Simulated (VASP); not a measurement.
# Bi2H in VASP: further runs, part 2 of 2

VASP 6.6.1. Earlier steps stand in the parts before.

## 4. Single point, PBE+D3(BJ), collinear spin

Contents of INCAR:

```
PREC = Accurate
ENCUT = 520
EDIFF = 1E-7
ISMEAR = 0
SIGMA = 0.05
LREAL = F
LASPH = T
NELM = 150
ALGO = Normal
ISIF = 2
LWAVE = F
LCHARG = T
ISPIN = 2
MAGMOM = 0 0 1
LORBIT = 11
LDIPOL = T
IDIPOL = 3
DIPOL = 0.5 0.5 0.320
GGA = PE
IVDW = 12
LELF = T
LVHAR = T
LVACPOTAV = T
NBANDS = 26
```

Contents of KPOINTS:

```
Automatic mesh
0
Gamma
  6 6 1
```

Contents of POSCAR:

```
Bi2H
1.0
    4.2790193530      0.0000000000      0.0000000000
   -2.1395096765      3.7057394630      0.0000000000
    0.0000000000      0.0000000000     17.2471505494
Bi H
2 1
Direct
    0.3333333333      0.6666666667      0.3332231914
    0.6666666667      0.3333333334      0.2319223682
    0.7777777778      0.8888888889      0.3952943792
```

Potentials or basis: VASP PAW PBE potentials, release 64 (Bi_d, H).

The run is started by

```console
$ cat potpaw_PBE.64/Bi_d/POTCAR potpaw_PBE.64/H/POTCAR > POTCAR
$ mpirun -np 1 vasp_std > vasp.out
```

OUTCAR:

```text
PREC = Accurate
   ENCUT = 520
   EDIFF = 1E-7
   ISMEAR = 0
   LREAL = F
   LASPH = T
   NELM = 150
   ISIF = 2
   ISPIN = 2
   LORBIT = 11
   GGA = PE
   IVDW = 12
 IVDW          = 12

 ion  position               nearest neighbor table
   1  0.333  0.667  0.333-   3 1.96   2 3.03   2 3.03   2 3.03
   2  0.667  0.333  0.232-   1 3.03   1 3.03   1 3.03
   3  0.778  0.889  0.395-   1 1.96

  LATTYP: Found a hexagonal cell.
 ALAT       =     4.2790193530
 C/A-ratio  =     4.0306315832

  Lattice vectors:

 A1 = (   4.2790193530,   0.0000000000,   0.0000000000)
 A2 = (  -2.1395096765,   3.7057394630,   0.0000000000)
 A3 = (   0.0000000000,   0.0000000000,  17.2471505494)

Analysis of symmetry for initial positions (statically):
=====================================================================
 Subroutine PRICEL returns:
 Original cell was already a primitive cell.

 Routine SETGRP: Setting up the symmetry group for a
 hexagonal supercell.

 Subroutine GETGRP returns: Found  2 space group operations
 (whereof  2 operations were pure point group operations)
 out of a pool of 24 trial point group operations.

The static configuration has the point symmetry C_1h.

Analysis of symmetry for dynamics (positions and initial velocities):
=====================================================================
 Subroutine PRICEL returns:
 Original cell was already a primitive cell.

 Routine SETGRP: Setting up the symmetry group for a
 hexagonal supercell.

 Subroutine GETGRP returns: Found  2 space group operations
 (whereof  2 operations were pure point group operations)
 out of a pool of 24 trial point group operations.

The dynamic configuration has the point symmetry C_1h.

Analysis of structural, dynamic, and magnetic symmetry:
=====================================================================
 Subroutine PRICEL returns:
 Original cell was already a primitive cell.

 Routine SETGRP: Setting up the symmetry group for a
 hexagonal supercell.

 Subroutine GETGRP returns: Found  2 space group operations
 (whereof  2 operations were pure point group operations)
 out of a pool of 24 trial point group operations.

The overall configuration has the point symmetry C_1h.

 Subroutine INISYM returns: Found  2 space group operations
 (whereof  2 operations are pure point group operations),
 and found     1 'primitive' translations

----------------------------------------------------------------------------------------

                                     Primitive cell

  volume of cell :     273.4869

  direct lattice vectors                    reciprocal lattice vectors
     4.279019353  0.000000000  0.000000000     0.233698406  0.134925837  0.000000000
    -2.139509676  3.705739463  0.000000000     0.000000000  0.269851675  0.000000000
     0.000000000  0.000000000 17.247150549     0.000000000  0.000000000  0.057980592

  length of vectors
     4.279019353  4.279019353 17.247150549     0.269851675  0.269851675  0.057980592

  position of ions in fractional coordinates (direct lattice)
     0.333333333  0.666666667  0.333223191
     0.666666667  0.333333333  0.231922368
[... 63 lines left out ...]
   LSORBIT =      F    spin-orbit coupling
   LASPH  =      T    aspherical Exc in radial PAW
   ENCUT  =  520.0 eV  38.22 Ry    6.18 a.u.   7.96  7.96 32.07*2*pi/ulx,y,z
   NELM   =    150;   NELMIN=  2; NELMDL= -5     # of ELM steps
   EDIFF  = 0.1E-06   stopping-criterion for ELM
   LREAL  =      F    real-space projection
   EDIFFG = 0.1E-05   stopping-criterion for IOM
   NSW    =      0    number of steps for IOM
   IBRION =     -1    ionic relax: 0-MD 1-quasi-New 2-CG
   NFREE  =      0    steps in history (QN), initial steepest desc. (CG)
   ISIF   =      2    stress and relaxation
   ISYM   =      2    0-nonsym 1-usesym 2-fastsym
   POTIM  = 0.5000    time-step for ionic-motion
   TEBEG  =    0.0;   TEEND  =   0.0 temperature during run
   PSTRESS=    0.0 pullay stress
   NELECT =      31.0000    total number of electrons
   NUPDOWN=      -1.0000    fix difference up-down
   EMIN   =  10.00;   EMAX   =-10.00  energy-range for DOS
   EFERMI =   0.00;   METHOD = LEGACY
   ISMEAR =     0;   SIGMA  =   0.05  broadening in eV -4-tet -1-fermi 0-gaus
   EFERMI_NEDOS =   21; number of points for ismear=-14 and -15
   IALGO  =     38    algorithm
   IMIX   =      4    mixing-type and parameters
     AMIX     =   0.40;   BMIX     =  1.00
     AMIX_MAG =   1.60;   BMIX_MAG =  1.00
  volume/ion in A,a.u.               =      91.16       615.19
  Fermi-wavevector in a.u.,A,eV,Ry     =   0.792288  1.497208  8.540659  0.627721
  Thomas-Fermi vector in A             =   1.897997
   LORBIT       =     11    0 simple, 1 ext, 2 COOP (PROOUT), +10 PAW based schemes
   GGA     = PE    functional components
   LHFCALC =     F    Hartree Fock is set to
   AEXX    =    0.0000 exact exchange contribution
   IVDW    =    12    specifies the selected vdW correction
   LEPSILON=     F    determine dielectric tensor
   LRPA    =     F    only Hartree local field effects (RPA)
 spin polarized calculation
 Gauss-broadening in eV      SIGMA  =   0.05
  energy-cutoff  :      520.00
  volume of cell :      273.49
 maximum number of plane-waves:      7388
   NGX = 15   NGY = 15   NGZ = 65

 number of electron      31.0000002 magnetization       0.4790167

 dipolmoment           0.000000      0.000000      0.030815 electrons x Angstroem

 Free energy of the ion-electron system (eV)
  ---------------------------------------------------
  ext. energy  EPLUGINS =         0.00000000
  ---------------------------------------------------
  free energy    TOTEN  =        -9.51794555 eV

  energy without entropy =       -9.51557291  energy(sigma->0) =       -9.51675923

 E-fermi :  -1.6428     XC(G=0):  -3.3444

 val. band max:       -1.6930029316   @ k =   0.1667   0.1667   0.0000
 cond. band min:      -1.6225984439   @ k =   0.0000   0.3333   0.0000
 fundamental gap:      0.0704044877
 Fermi energy:        -1.6428279407

 spin component 1

 k-point     1 :       0.0000    0.0000    0.0000
  band No.  band energies     occupation
      1     -24.4867      1.00000
      2     -24.4445      1.00000
      3     -24.3264      1.00000
      4     -24.3261      1.00000
      5     -24.3093      1.00000
      6     -24.1428      1.00000
[... 366 lines left out ...]
     25       5.9021      0.00000
     26       6.3605      0.00000
 Fermi energy:        -1.6428279407

 spin component 2

 k-point     1 :       0.0000    0.0000    0.0000
  band No.  band energies     occupation
      1     -24.4555      1.00000
      2     -24.4282      1.00000
      3     -24.3096      1.00000
      4     -24.3044      1.00000
      5     -24.2931      1.00000
      6     -24.1090      1.00000
[... 366 lines left out ...]
     25       5.9600      0.00000
     26       6.4357      0.00000

------------------------ aborting loop because EDIFF is reached ----------------------------------------

 Edisp (eV)   -0.51957

 E8    (eV) :    -0.2620

  FORCE on cell =-STRESS in cart. coord.  units (eV):
  Direction    XX          YY          ZZ          XY          YZ          ZX
  --------------------------------------------------------------------------------------
  -------------------------------------------------------------------------------------
  Total       0.03856    -0.35226     1.29067     0.33846     0.68541     1.18716
  in kB       0.22590    -2.06365     7.56118     1.98281     4.01536     6.95480
  external pressure =        1.91 kB  Pullay stress =        0.00 kB

 VOLUME and BASIS-vectors are now :
 -----------------------------------------------------------------------------
  energy-cutoff  :      520.00
  volume of cell :      273.49
      direct lattice vectors                 reciprocal lattice vectors
     4.279019353  0.000000000  0.000000000     0.233698406  0.134925837  0.000000000
    -2.139509676  3.705739463  0.000000000     0.000000000  0.269851675  0.000000000
     0.000000000  0.000000000 17.247150549     0.000000000  0.000000000  0.057980592

 POSITION                                       TOTAL-FORCE (eV/Angst)
 -----------------------------------------------------------------------------------
     -0.00000      2.47049      5.74715         0.810832      0.468134      0.755053
      2.13951      1.23525      4.00000        -0.729466     -0.421157     -0.762907
      1.42634      3.29399      6.81770        -0.081366     -0.046977      0.007854
 -----------------------------------------------------------------------------------
    total drift:                               -0.000028     -0.000017     -0.001394

  FREE ENERGIE OF THE ION-ELECTRON SYSTEM (eV)
  ---------------------------------------------------
  free  energy   TOTEN  =       -10.0375140665 eV

  energy  without entropy=      -10.0351414250  energy(sigma->0) =      -10.03632775

 vacuum level on the upper side and lower side of the slab         2.980         2.628

 total charge

# of ion       s       p       d       tot
------------------------------------------
    1        1.515   1.373   9.932  12.820
    2        1.524   1.386   9.904  12.814
    3        0.469   0.006   0.000   0.475
--------------------------------------------------
tot          3.508   2.765  19.836  26.109

 magnetization (x)

# of ion       s       p       d       tot
------------------------------------------
    1        0.019  -0.006   0.011   0.025
    2        0.001   0.152   0.001   0.154
    3        0.054  -0.000   0.000   0.054
--------------------------------------------------
tot          0.075   0.146   0.012   0.233
```

It took 2.6 min on 1 thread of Intel Xeon 6975P-C (Granite Rapids), shared host; peak memory 0.5 GiB.

Results:

```yaml
Free_energy: -10.0375 eV
Largest_force: 1.203 eV/Å
Net_moment: 0.48 μB per cell
Site_moments: Bi +0.03, +0.15; H +0.05 μB
Valence_electrons_inside_the_program's_atomic_spheres: Bi 12.82, 12.81; H 0.47
Dispersion_energy_per_atom: -0.173 eV
```

Forces in eV/Å, atoms in the order of the input:
```
Bi   0.811  0.468  0.755
Bi  -0.729 -0.421 -0.763
H   -0.081 -0.047  0.008
```

Levels at points of the mesh, in eV from the Fermi level:
Spin up:
```tsv
k point	band 12	band 13	band 14	band 15	band 16	band 17	band 18	band 19	band 20	band 21
(0.00, 0.00, 0.00)	-8.96	-2.72	-0.41	-0.06	0.13	1.62	2.50	3.48	3.87	4.22
(0.50, 0.00, 0.00)	-9.80	-4.78	-2.09	-1.59	-0.55	1.32	3.02	4.03	5.31	6.24
(0.00, 0.50, 0.00)	-9.94	-3.66	-3.32	-1.63	-0.18	1.90	2.41	4.01	4.92	6.28
```
Spin down:
```
           k point  band 12  band 13  band 14  band 15  band 16  band 17  band 18  band 19
(0.00, 0.00, 0.00)    -8.84    -2.46    -0.32     0.02     0.37     1.79     2.60     3.65
(0.50, 0.00, 0.00)    -9.68    -4.55    -1.94    -1.48    -0.22     1.40     3.12     4.21
(0.00, 0.50, 0.00)    -9.82    -3.43    -3.20    -1.55     0.16     1.99     2.54     4.20
```

Caveat: spin-orbit coupling is left out, which moves the levels of the heavy elements.

## 5. Single point, PBE+D3(BJ), collinear spin

Contents of INCAR:

```
SYSTEM = Bi2H
PREC = Accurate
ENCUT = 520
EDIFF = 1E-6
ISMEAR = 0
SIGMA = 0.05
LREAL = .False.
LASPH = .True.
NELM = 150
ALGO = Normal
ISIF = 2
LWAVE = .False.
LCHARG = .False.
ISPIN = 2
MAGMOM = 0 0 1
LORBIT = 11
LDIPOL = .True.
IDIPOL = 3
DIPOL = 0.5 0.5 0.307
GGA = PE
IVDW = 12
NBANDS = 26
```

Contents of KPOINTS:

```
regular mesh
0
Gamma
  6 6 1
  0 0 0
```

Contents of POSCAR:

```
Bi2H
1.0
    4.2790193530      0.0000000000      0.0000000000
   -2.1395096765      3.7057394630      0.0000000000
    0.0000000000      0.0000000000     17.2471505494
Bi H
2 1
Direct
    0.3333333334      0.6666666667      0.3332231914
    0.6666666666      0.3333333333      0.2319223682
    0.7777777778      1.5555555556      0.3553887413
```

Potentials or basis: VASP PAW PBE potentials, release 64 (Bi_d, H).

The run is started by

```console
$ cat potpaw_PBE.64/Bi_d/POTCAR potpaw_PBE.64/H/POTCAR > POTCAR
$ mpirun -np 1 vasp_std > vasp.out
```

OUTCAR:

```text
SYSTEM = Bi2H
   PREC = Accurate
   ENCUT = 520
   EDIFF = 1E-6
   ISMEAR = 0
   LREAL = .False.
   LASPH = .True.
   NELM = 150
   ISIF = 2
   ISPIN = 2
   LORBIT = 11
   GGA = PE
   IVDW = 12
 IVDW          = 12

 ion  position               nearest neighbor table
   1  0.333  0.667  0.333-   3 2.21   3 2.21   2 3.03   2 3.03   2 3.03
   2  0.667  0.333  0.232-   3 2.28   1 3.03   1 3.03   1 3.03
   3  0.778  0.556  0.355-   1 2.21   1 2.21   2 2.28

  LATTYP: Found a hexagonal cell.
 ALAT       =     4.2790193530
 C/A-ratio  =     4.0306315832

  Lattice vectors:

 A1 = (   4.2790193530,   0.0000000000,   0.0000000000)
 A2 = (  -2.1395096765,   3.7057394630,   0.0000000000)
 A3 = (   0.0000000000,   0.0000000000,  17.2471505494)

Analysis of symmetry for initial positions (statically):
=====================================================================
 Subroutine PRICEL returns:
 Original cell was already a primitive cell.

[... 944 lines left out ...]

 Edisp (eV)   -0.52618

 E8    (eV) :    -0.2641

  FORCE on cell =-STRESS in cart. coord.  units (eV):
  Direction    XX          YY          ZZ          XY          YZ          ZX
  --------------------------------------------------------------------------------------
  -------------------------------------------------------------------------------------
  Total       2.31994     0.60964     1.30928     0.00000     0.77620     0.00000
  in kB      13.59098     3.57147     7.67017     0.00000     4.54722     0.00000
  external pressure =        8.28 kB  Pullay stress =        0.00 kB

 VOLUME and BASIS-vectors are now :
 -----------------------------------------------------------------------------
  energy-cutoff  :      520.00
  volume of cell :      273.49
      direct lattice vectors                 reciprocal lattice vectors
     4.279019353  0.000000000  0.000000000     0.233698406  0.134925837  0.000000000
    -2.139509676  3.705739463  0.000000000     0.000000000  0.269851675  0.000000000
     0.000000000  0.000000000 17.247150549     0.000000000  0.000000000  0.057980592

 POSITION                                       TOTAL-FORCE (eV/Angst)
 -----------------------------------------------------------------------------------
      0.00000      2.47049      5.74715        -0.000000      0.107606      0.765301
      2.13951      1.23525      4.00000         0.000000     -0.384525     -0.780775
      2.13951      2.05874      6.12944        -0.000000      0.276919      0.015474
 -----------------------------------------------------------------------------------
    total drift:                               -0.000000      0.000049     -0.000865

  FREE ENERGIE OF THE ION-ELECTRON SYSTEM (eV)
  ---------------------------------------------------
  free  energy   TOTEN  =        -9.8347614962 eV

  energy  without entropy=       -9.8306872320  energy(sigma->0) =       -9.83272436

 vacuum level on the upper side and lower side of the slab         3.109         2.875

 total charge

# of ion       s       p       d       tot
------------------------------------------
    1        1.555   1.339   9.929  12.822
    2        1.533   1.357   9.916  12.806
    3        0.472   0.010   0.000   0.483
--------------------------------------------------
tot          3.560   2.706  19.845  26.110

 magnetization (x)

# of ion       s       p       d       tot
------------------------------------------
    1        0.006  -0.001   0.003   0.009
    2        0.001   0.056   0.001   0.058
    3        0.022   0.000   0.000   0.022
--------------------------------------------------
tot          0.029   0.055   0.004   0.089
```

OSZICAR:

```text
N       E                     dE             d eps       ncg     rms          rms(c)
DAV:   1     0.258546134846E+03    0.25855E+03   -0.14506E+04  1568   0.975E+02
DAV:   2     0.126017209733E+02   -0.24594E+03   -0.23909E+03  1562   0.270E+02
[... 31 lines left out ...]
DAV:  34    -0.930850470724E+01   -0.27217E-03   -0.76301E-04  1560   0.157E-01    0.624E-02
DAV:  35    -0.930853315102E+01   -0.28444E-04   -0.17043E-04  1576   0.685E-02    0.521E-02
DAV:  36    -0.930856140040E+01   -0.28249E-04   -0.12083E-04  1460   0.572E-02    0.366E-02
DAV:  37    -0.930857045000E+01   -0.90496E-05   -0.54783E-05  1484   0.377E-02    0.289E-02
DAV:  38    -0.930858150536E+01   -0.11055E-04   -0.89788E-05  1622   0.601E-02    0.876E-03
DAV:  39    -0.930858119423E+01    0.31113E-06   -0.88575E-06  1432   0.238E-02
   1 F= -.98347615E+01 E0= -.98327244E+01  d E =-.407426E-02  mag=     0.1974
```

stdout:

```text
POSCAR found type information on POSCAR BiH
 POSCAR found :  2 types and       3 ions
 scaLAPACK will be used
 LDA part: xc-table for (Slater+PW92), standard interpolation
 POSCAR, INCAR and KPOINTS ok, starting setup
 FFT: planning ... GRIDC
 FFT: planning ... GRID_SOFT
 FFT: planning ... GRID
 WAVECAR not read
 entering main loop
```

It took 3.6 min on 1 thread of Intel Xeon 6975P-C (Granite Rapids), shared host; peak memory 0.5 GiB.

Results:

```yaml
Free_energy: -9.8348 eV
Largest_force: 0.870 eV/Å
Net_moment: 0.19 μB per cell
Site_moments: Bi +0.01, +0.06; H +0.02 μB
Valence_electrons_inside_the_program's_atomic_spheres: Bi 12.82, 12.81; H 0.48
Dispersion_energy_per_atom: -0.175 eV
```

Forces on the atoms (eV/Å):
```
Bi   0.000  0.108  0.765
Bi   0.000 -0.385 -0.781
H    0.000  0.277  0.015
```

Caveat: spin-orbit coupling is left out, which moves the levels of the heavy elements.

## 6. The runs side by side

```tsv
cell	gap on the mesh (eV)	moment (μB)	largest force (eV/Å)
a = 4.279, b = 4.279, c = 17.247 Å, angles 90.0, 90.0, 120.0°, 3 atoms, atomic positions A	none	0.00	0.86
a = 4.279, b = 4.279, c = 17.247 Å, angles 90.0, 90.0, 120.0°, 3 atoms, atomic positions B	none	0.02	0.66
a = 4.279, b = 4.279, c = 17.247 Å, angles 90.0, 90.0, 120.0°, 3 atoms, atomic positions C	none	0.48	1.20
a = 4.279, b = 4.279, c = 17.247 Å, angles 90.0, 90.0, 120.0°, 3 atoms, atomic positions D	none	0.19	0.87
```

Alike in all rows: task single point; level PBE+D3(BJ); potentials or basis VASP PAW PBE potentials, release 64 (Bi_d, H); spin collinear; k mesh 6 × 6 × 1; cutoff (eV) 520; smearing gaussian 0.05 eV.

Caveats: spin-orbit coupling is left out, which moves the levels of the heavy elements.

Absolute energies hang on the potentials; compare differences alone.
